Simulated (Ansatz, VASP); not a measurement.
# Two plane-wave programs on SiSn2

```
Si Sn
1.0
     5.15420    0.00000    0.00000
    -2.57710    4.46367    0.00000
     0.00000    0.00000    3.10780
Si Sn
1 2
Direct
  0.00000 0.00000 0.00000
  0.33333 0.66667 0.50000
  0.66667 0.33333 0.50000
```

Alike in both runs: functional r2SCAN; k mesh 6 × 6 × 4; occupations gaussian, width 0.1 eV; no spin polarisation.

Ansatz relaxed the structure, and its values are those at the end. VASP's run is a single point on that final structure, the one shown.

|  | VASP | Ansatz |
| --- | --- | --- |
| version | VASP 6.6.1 | Ansatz 0.2.0 |
| potentials or method | VASP PAW PBE potentials, release 64 (Si, Sn_d), cutoff 520 eV | scalar-relativistic, plane waves, PAW |
| valence electrons in the cell | 32 | 32 |

|  | VASP | Ansatz | Ansatz less VASP |
| --- | --- | --- | --- |
| gap on the k mesh at the Fermi level (eV) | none | none | - |
| pressure (GPa) | 0.2 | 0.2 | 0.00 |

VASP's potentials were made for PBE, not for r2SCAN. A gap of «none» marks a metal or a gap that the smearing closes. With one functional, cell and mesh, what is left measures potentials, basis and numerics.

The k mesh is coarse, so the values compare programs but aren't converged.
